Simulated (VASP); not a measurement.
# TiCo (P4/mmm) in VASP: further runs

Runs on TiCo. Level: PBE. Tasks: single point.

All numbers are computed with VASP 6.6.1; they aren't measurements. Logs are shortened: lines on timing, memory, paths and dates and some standing lists are left out, and cuts for length are marked.

## (1) The cell of the first run

Symmetry: P4/mmm, No. 123, tetragonal system. Conventional cell: a = 2.986 Å, b = 2.986 Å, c = 3.031 Å, α = 90.00°, β = 90.00°, γ = 90.00°. Within 3.4 Å of Ti (site symmetry 4/mmm) lie 8 Co at 2.60 Å and 6 Ti at 2.99 to 3.03 Å. Within 3.4 Å of Co (site symmetry 4/mmm) lie 8 Ti at 2.60 Å and 6 Co at 2.99 to 3.03 Å.

## (2) Single point, PBE, collinear spin, ferromagnetic start (strain +0.0150 x Voigt [0, 1, 0, 0, 0, 0])

The input, INCAR:

```
SYSTEM = TiCo
PREC = Accurate ; ENCUT = 520
EDIFF = 1E-6 ; ISMEAR = 0
SIGMA = 0.15 ; LREAL = .FALSE.
LASPH = .TRUE. ; NELM = 150
ALGO = Normal ; ISIF = 2
LWAVE = .FALSE. ; LCHARG = .FALSE.
ISPIN = 2 ; MAGMOM = 0 0.6
LORBIT = 11 ; LMAXMIX = 4
GGA = PE ; NBANDS = 22
```

The input, KPOINTS:

```
regular mesh
0
G
  16 16 16
  0 0 0
```

The input, POSCAR:

```
TiCo
1.0
    2.9861109900      0.0000000000      0.0000000000
    0.0000000000      3.0309026548      0.0000000000
    0.0000000000      0.0000000000      2.9861109900
Ti Co
1 1
Direct
    0.0000000000      0.0000000000      0.0000000000
    0.5000000000      0.5000000000      0.5000000000
```

Potentials or basis: VASP PAW PBE potentials, release 64 (Ti_sv, Co).

On the command line:

```bash
> cat potpaw_PBE.64/Ti_sv/POTCAR potpaw_PBE.64/Co/POTCAR > POTCAR
> mpirun -np 1 vasp_std > vasp.out
```

OUTCAR:

```text
SYSTEM = TiCo
   PREC = Accurate
   ENCUT = 520
   EDIFF = 1E-6
   ISMEAR = 0
   LREAL = .FALSE.
   LASPH = .TRUE.
   NELM = 150
   ISIF = 2
   ISPIN = 2
   LORBIT = 11
   GGA = PE

 ion  position               nearest neighbor table
   1  0.000  0.000  0.000-   2 2.60   2 2.60   2 2.60   2 2.60   2 2.60   2 2.60   2 2.60   2 2.60

   2  0.500  0.500  0.500-   1 2.60   1 2.60   1 2.60   1 2.60   1 2.60   1 2.60   1 2.60   1 2.60

  LATTYP: Found a simple tetragonal cell.
 ALAT       =     2.9861109900
 C/A-ratio  =     1.0150000000

  Lattice vectors:

 A1 = (  -2.9861109900,   0.0000000000,   0.0000000000)
 A2 = (   0.0000000000,   0.0000000000,   2.9861109900)
 A3 = (   0.0000000000,   3.0309026548,   0.0000000000)

Analysis of symmetry for initial positions (statically):
=====================================================================
 Subroutine PRICEL returns:
 Original cell was already a primitive cell.

 Routine SETGRP: Setting up the symmetry group for a
 simple tetragonal supercell.

 Subroutine GETGRP returns: Found 16 space group operations
 (whereof 16 operations were pure point group operations)
 out of a pool of 16 trial point group operations.

The static configuration has the point symmetry D_4h.

Analysis of symmetry for dynamics (positions and initial velocities):
=====================================================================
 Subroutine PRICEL returns:
 Original cell was already a primitive cell.

 Routine SETGRP: Setting up the symmetry group for a
 simple tetragonal supercell.

 Subroutine GETGRP returns: Found 16 space group operations
 (whereof 16 operations were pure point group operations)
 out of a pool of 16 trial point group operations.

The dynamic configuration has the point symmetry D_4h.

Analysis of structural, dynamic, and magnetic symmetry:
=====================================================================
 Subroutine PRICEL returns:
 Original cell was already a primitive cell.

 Routine SETGRP: Setting up the symmetry group for a
 simple tetragonal supercell.

 Subroutine GETGRP returns: Found 16 space group operations
 (whereof 16 operations were pure point group operations)
 out of a pool of 16 trial point group operations.

The overall configuration has the point symmetry D_4h.

 Subroutine INISYM returns: Found 16 space group operations
 (whereof 16 operations are pure point group operations),
 and found     1 'primitive' translations

----------------------------------------------------------------------------------------

                                     Primitive cell

  volume of cell :      27.0261

  direct lattice vectors                    reciprocal lattice vectors
     2.986110990  0.000000000  0.000000000     0.334883735  0.000000000  0.000000000
     0.000000000  3.030902655  0.000000000     0.000000000  0.329934714  0.000000000
     0.000000000  0.000000000  2.986110990     0.000000000  0.000000000  0.334883735

  length of vectors
     2.986110990  3.030902655  2.986110990     0.334883735  0.329934714  0.334883735

  position of ions in fractional coordinates (direct lattice)
     0.000000000  0.000000000  0.000000000
     0.500000000  0.500000000  0.500000000

  ion indices of the primitive-cell ions
   primitive index   ion index
                 1           1
                 2           2

----------------------------------------------------------------------------------------

 KPOINTS: regular mesh

Automatic generation of k-mesh.
 Grid dimensions read from file:
 generate k-points for:   16   16   16

 Generating k-lattice:

  Cartesian coordinates                     Fractional coordinates (reciprocal lattice)
     0.020930233  0.000000000  0.000000000     0.062500000  0.000000000  0.000000000
     0.000000000  0.020620920  0.000000000     0.000000000  0.062500000  0.000000000
     0.000000000  0.000000000  0.020930233     0.000000000  0.000000000  0.062500000

  Length of vectors
     0.020930233  0.020620920  0.020930233

  Shift w.r.t. Gamma in fractional coordinates (k-lattice)
     0.000000000  0.000000000  0.000000000

 Subroutine IBZKPT returns following result:
 ===========================================

 Found    405 irreducible k-points:

 Following reciprocal coordinates:
            Coordinates               Weight
  0.000000  0.000000  0.000000      1.000000
  0.062500  0.000000  0.000000      4.000000
  0.125000  0.000000  0.000000      4.000000
  0.187500  0.000000  0.000000      4.000000
  0.250000  0.000000  0.000000      4.000000
  0.312500  0.000000  0.000000      4.000000
[... 16 lines left out ...]
  0.250000  0.125000  0.000000      8.000000
  0.312500  0.125000  0.000000      8.000000
 [... further k-points ...]
   k-points           NKPTS =    405   k-points in BZ     NKDIM =    405   number of bands    NBANDS=     22
   number of dos      NEDOS =    301   number of ions     NIONS =      2
   total plane-waves  NPLWV =  13824
   dimension x,y,z NGX =    24 NGY =   24 NGZ =   24
   dimension x,y,z NGXF=    48 NGYF=   48 NGZF=   48
   ions per type =               1   1
   NGX,Y,Z   is equivalent  to a cutoff of  13.36, 13.16, 13.36 a.u.
   NGXF,Y,Z  is equivalent  to a cutoff of  26.72, 26.33, 26.72 a.u.
 SYSTEM =  TiCo
   PREC   = accura    normal or accurate (medium, high low for compatibility)
   ISTART =      0    job   : 0-new  1-cont  2-samecut
   ICHARG =      2    charge: 1-file 2-atom 10-const
   ISPIN  =      2    spin polarized calculation?
   LNONCOLLINEAR =      F non collinear calculations
   LSORBIT =      F    spin-orbit coupling
   LASPH  =      T    aspherical Exc in radial PAW
   ENCUT  =  520.0 eV  38.22 Ry    6.18 a.u.   5.55  5.64  5.55*2*pi/ulx,y,z
   NELM   =    150;   NELMIN=  2; NELMDL= -5     # of ELM steps
   EDIFF  = 0.1E-05   stopping-criterion for ELM
   LREAL  =      F    real-space projection
   EDIFFG = 0.1E-04   stopping-criterion for IOM
   NSW    =      0    number of steps for IOM
   IBRION =     -1    ionic relax: 0-MD 1-quasi-New 2-CG
   NFREE  =      0    steps in history (QN), initial steepest desc. (CG)
   ISIF   =      2    stress and relaxation
   ISYM   =      2    0-nonsym 1-usesym 2-fastsym
   POTIM  = 0.5000    time-step for ionic-motion
   TEBEG  =    0.0;   TEEND  =   0.0 temperature during run
   PSTRESS=    0.0 pullay stress
   NELECT =      21.0000    total number of electrons
   NUPDOWN=      -1.0000    fix difference up-down
   EMIN   =  10.00;   EMAX   =-10.00  energy-range for DOS
   EFERMI =   0.00;   METHOD = LEGACY
   ISMEAR =     0;   SIGMA  =   0.15  broadening in eV -4-tet -1-fermi 0-gaus
   EFERMI_NEDOS =   21; number of points for ismear=-14 and -15
   IALGO  =     38    algorithm
   IMIX   =      4    mixing-type and parameters
     AMIX     =   0.40;   BMIX     =  1.00
     AMIX_MAG =   1.60;   BMIX_MAG =  1.00
  volume/ion in A,a.u.               =      13.51        91.19
  Fermi-wavevector in a.u.,A,eV,Ry     =   1.505058  2.844148 30.819921  2.265200
  Thomas-Fermi vector in A             =   2.615957
   LORBIT       =     11    0 simple, 1 ext, 2 COOP (PROOUT), +10 PAW based schemes
   GGA     = PE    functional components
   LHFCALC =     F    Hartree Fock is set to
   AEXX    =    0.0000 exact exchange contribution
   IVDW    =     0    specifies the selected vdW correction
   LEPSILON=     F    determine dielectric tensor
   LRPA    =     F    only Hartree local field effects (RPA)
 spin polarized calculation
 Gauss-broadening in eV      SIGMA  =   0.15
  energy-cutoff  :      520.00
  volume of cell :       27.03
 maximum number of plane-waves:       743
 NGX is ok and might be reduce to    24
   NGX = 11   NGY = 11   NGZ = 11

 number of electron      20.9999988 magnetization       0.8650753

 Free energy of the ion-electron system (eV)
  ---------------------------------------------------
  ext. energy  EPLUGINS =         0.00000000
  ---------------------------------------------------
  free energy    TOTEN  =       -15.67940654 eV

  energy without entropy =      -15.66044607  energy(sigma->0) =      -15.66992631

 E-fermi :   9.7249     XC(G=0): -12.4958

 val. band max:        9.7234357522   @ k =   0.0625   0.2500   0.0000
 cond. band min:       9.7307026536   @ k =   0.3750   0.1250   0.0000
 fundamental gap:      0.0072669014
 Fermi energy:         9.7249366266

 spin component 1

 k-point     1 :       0.0000    0.0000    0.0000
  band No.  band energies     occupation
      1     -47.4366      1.00000
      2     -23.5452      1.00000
      3     -23.5264      1.00000
      4     -23.5264      1.00000
      5       2.1168      1.00000
      6       5.6109      1.00000
[... 14 lines left out ...]
     21      28.7508      0.00000
     22      30.3644      0.00000
[... 552 lines left out ...]
  band No.  band energies     occupation
      1     -47.4114      1.00000
      2     -23.7265      1.00000
      3     -23.5657      1.00000
      4     -23.5078      1.00000
      5       4.1027      1.00000
      6       6.2294      1.00000
[... 14 lines left out ...]
     21      27.6473      0.00000
     22      28.7159      0.00000

 [... further k-points ...]

 spin component 2

 k-point     1 :       0.0000    0.0000    0.0000
  band No.  band energies     occupation
      1     -47.4598      1.00000
      2     -23.5719      1.00000
      3     -23.5493      1.00000
      4     -23.5493      1.00000
      5       2.1010      1.00000
      6       6.2908      1.00000
[... 14 lines left out ...]
     21      28.9107      0.00000
     22      30.2386      0.00000
[... 552 lines left out ...]
  band No.  band energies     occupation
      1     -47.4343      1.00000
      2     -23.7514      1.00000
      3     -23.5927      1.00000
      4     -23.5306      1.00000
      5       4.1081      1.00000
      6       6.8683      1.00000
[... 14 lines left out ...]
     21      27.7175      0.00000
     22      28.6048      0.00000

 [... further k-points ...]

------------------------ aborting loop because EDIFF is reached ----------------------------------------

  FORCE on cell =-STRESS in cart. coord.  units (eV):
  Direction    XX          YY          ZZ          XY          YZ          ZX
  --------------------------------------------------------------------------------------
  -------------------------------------------------------------------------------------
  Total       -0.3915881     -0.7307367     -0.3915881     -0.0000000      0.0000000      0.0000000
  in kB      -23.2143348    -43.3199150    -23.2143348     -0.0000000      0.0000000      0.0000000
  external PRESSURE =     -29.9161949 kB  Pullay stress =       0.0000000 kB

 VOLUME and BASIS-vectors are now :
 -----------------------------------------------------------------------------
  energy-cutoff  :      520.00
  volume of cell :       27.03
      direct lattice vectors                 reciprocal lattice vectors
     2.986110990  0.000000000  0.000000000     0.334883735  0.000000000  0.000000000
     0.000000000  3.030902655  0.000000000     0.000000000  0.329934714  0.000000000
     0.000000000  0.000000000  2.986110990     0.000000000  0.000000000  0.334883735

 POSITION                                       TOTAL-FORCE (eV/Angst)
 -----------------------------------------------------------------------------------
      0.00000      0.00000      0.00000         0.000000      0.000000      0.000000
      1.49306      1.51545      1.49306         0.000000      0.000000      0.000000
 -----------------------------------------------------------------------------------
    total drift:                                0.000000      0.000000     -0.000000

  FREE ENERGIE OF THE ION-ELECTRON SYSTEM (eV)
  ---------------------------------------------------
  free  energy   TOTEN  =       -15.6794065443 eV

  energy  without entropy=      -15.6604460669  energy(sigma->0) =      -15.66992631

 total charge

# of ion       s       p       d       tot
------------------------------------------
    1        2.244   6.175   1.845  10.264
    2        0.520   0.452   7.291   8.263
--------------------------------------------------
tot          2.764   6.627   9.137  18.527

 magnetization (x)

# of ion       s       p       d       tot
------------------------------------------
    1       -0.003  -0.013  -0.028  -0.044
    2        0.028  -0.006   0.942   0.964
--------------------------------------------------
tot          0.026  -0.020   0.914   0.920
```

Wall time 5.5 min (1 thread of Intel Xeon 6975P-C (Granite Rapids), shared host); peak memory 0.45 GiB.

Results:

* Free energy: -15.6794 eV
* Pressure: -3.0 GPa
* Net moment: 0.87 μB per cell
* Site moments: Ti -0.04; Co +0.96 μB
* Valence electrons inside the program's atomic spheres: Ti 10.26; Co 8.26

Levels at points of the mesh, in eV from the Fermi level:
Spin up:
```tsv
k point	band 9	band 10	band 11	band 12	band 13	band 14
(0.00, 0.00, 0.00)	-1.87	-1.80	0.43	0.51	2.62	2.62
(0.50, 0.00, 0.00)	-1.94	-1.52	-0.63	-0.59	0.58	0.71
(0.00, 0.50, 0.00)	-1.94	-1.48	-0.73	-0.69	0.73	0.73
(0.50, 0.50, 0.00)	-1.53	-0.81	0.58	0.60	1.04	2.39
(0.50, 0.00, 0.50)	-1.49	-0.73	0.70	0.70	1.18	2.39
(0.50, 0.50, 0.50)	-2.00	-2.00	-1.51	-1.46	3.11	3.18
```
Spin down:
```
           k point  band 7  band 8  band 9  band 10  band 11  band 12  band 13  band 14
(0.00, 0.00, 0.00)   -3.39   -1.30   -1.30    -1.23     0.98     1.08     2.71     2.71
(0.50, 0.00, 0.00)   -1.78   -1.39   -1.34    -0.86    -0.76     0.57     0.65     0.70
(0.00, 0.50, 0.00)   -1.80   -1.33   -1.33    -0.83    -0.81     0.52     0.72     0.72
(0.50, 0.50, 0.00)   -2.19   -2.19    0.01     0.30     0.53     0.57     1.20     2.57
(0.50, 0.00, 0.50)   -2.29   -2.29    0.06     0.37     0.66     0.66     1.33     2.58
(0.50, 0.50, 0.50)   -2.25   -2.08   -2.01    -2.01     0.04     0.09     3.03     3.11
```

Caveat: the cell differs from its parent crystal (strain +0.0150 x Voigt [0, 1, 0, 0, 0, 0]).

## (3) Single point, PBE, collinear spin, ferromagnetic start (strain +0.0300 x Voigt [0, 1, 0, 0, 0, 0])

The input, INCAR:

```
SYSTEM = TiCo
PREC     = Accurate       ! precision mode
ENCUT    = 520            ! plane-wave cutoff, eV
EDIFF    = 1E-6           ! SCF threshold, eV
ISMEAR   = 0              ! smearing method
SIGMA    = 0.15           ! smearing width, eV
LREAL    = .FALSE.        ! projectors in reciprocal space
LASPH    = .TRUE.         ! aspherical terms in the spheres
NELM     = 150            ! most SCF steps
ALGO     = Fast           ! electronic algorithm
ISIF     = 2              ! what is computed and relaxed
LWAVE    = .FALSE.        ! write WAVECAR
LCHARG   = .TRUE.         ! write CHGCAR
ISPIN    = 2              ! spin polarisation
MAGMOM   = 0 0.6          ! initial moments
LORBIT   = 11             ! projections on sites
LMAXMIX  = 4              ! l up to which the mixer works
GGA      = PE             ! functional
LELF     = .TRUE.         ! ELF
LVHAR    = .TRUE.       
NBANDS   = 22             ! bands
```

KPOINTS is that of step 2.

Changes to POSCAR since step 2:

```diff
@@ -3,3 +3,3 @@
     2.9861109900      0.0000000000      0.0000000000
-    0.0000000000      3.0309026548      0.0000000000
+    0.0000000000      3.0756943197      0.0000000000
     0.0000000000      0.0000000000      2.9861109900
```

Potentials or basis: VASP PAW PBE potentials, release 64 (Ti_sv, Co).

On the command line:

```bash
> cat potpaw_PBE.64/Ti_sv/POTCAR potpaw_PBE.64/Co/POTCAR > POTCAR
> mpirun -np 1 vasp_std > vasp.out
```

Run time: 6.6 min. Hardware: 1 thread of Intel Xeon 6975P-C (Granite Rapids), shared host; peak memory 0.45 GiB.

The run converged. Its results:

```
Free energy                                           : -15.6645 eV
Pressure                                              : -5.1 GPa
Net moment                                            : 0.86 μB per cell
Site moments                                          : Ti -0.05; Co +0.98 μB
Valence electrons inside the program's atomic spheres : Ti 10.24; Co 8.24
```

Stress tensor (GPa, compression positive):
```
-3.86  0.00  0.00
 0.00 -7.66  0.00
 0.00  0.00 -3.86
```

Levels at points of the mesh, in eV from the Fermi level:
Spin up:
| k point | band 8 | band 9 | band 10 | band 11 | band 12 | band 13 | band 14 | band 15 |
| --- | --- | --- | --- | --- | --- | --- | --- | --- |
| (0.00, 0.00, 0.00) | -1.86 | -1.86 | -1.74 | 0.38 | 0.54 | 2.57 | 2.57 | 2.61 |
| (0.50, 0.00, 0.00) | -2.00 | -1.90 | -1.51 | -0.58 | -0.56 | 0.49 | 0.74 | 2.15 |
| (0.00, 0.50, 0.00) | -1.90 | -1.90 | -1.44 | -0.84 | -0.70 | 0.79 | 0.79 | 2.24 |
| (0.50, 0.50, 0.00) | -2.56 | -1.54 | -0.83 | 0.53 | 0.56 | 0.98 | 2.33 | 2.42 |
| (0.50, 0.00, 0.50) | -2.74 | -1.45 | -0.68 | 0.77 | 0.77 | 1.25 | 2.33 | 2.33 |
| (0.50, 0.50, 0.50) | -2.06 | -1.93 | -1.93 | -1.53 | -1.43 | 3.03 | 3.17 | 6.70 |
Spin down:
| k point | band 6 | band 7 | band 8 | band 9 | band 10 | band 11 | band 12 | band 13 | band 14 | band 15 |
| --- | --- | --- | --- | --- | --- | --- | --- | --- | --- | --- |
| (0.00, 0.00, 0.00) | -3.37 | -3.29 | -1.29 | -1.29 | -1.15 | 0.93 | 1.11 | 2.66 | 2.66 | 2.68 |
| (0.50, 0.00, 0.00) | -3.68 | -1.71 | -1.39 | -1.29 | -0.84 | -0.72 | 0.47 | 0.69 | 0.73 | 2.14 |
| (0.00, 0.50, 0.00) | -3.83 | -1.75 | -1.28 | -1.28 | -0.82 | -0.78 | 0.44 | 0.77 | 0.77 | 2.23 |
| (0.50, 0.50, 0.00) | -3.55 | -2.11 | -2.10 | 0.00 | 0.31 | 0.47 | 0.53 | 1.14 | 2.51 | 2.59 |
| (0.50, 0.00, 0.50) | -3.56 | -2.30 | -2.30 | 0.11 | 0.43 | 0.72 | 0.72 | 1.39 | 2.52 | 2.52 |
| (0.50, 0.50, 0.50) | -2.20 | -2.20 | -2.07 | -1.95 | -1.95 | 0.04 | 0.13 | 2.94 | 3.09 | 7.00 |

Caveat: the cell differs from its parent crystal (strain +0.0300 x Voigt [0, 1, 0, 0, 0, 0]); the cell stands under tension.
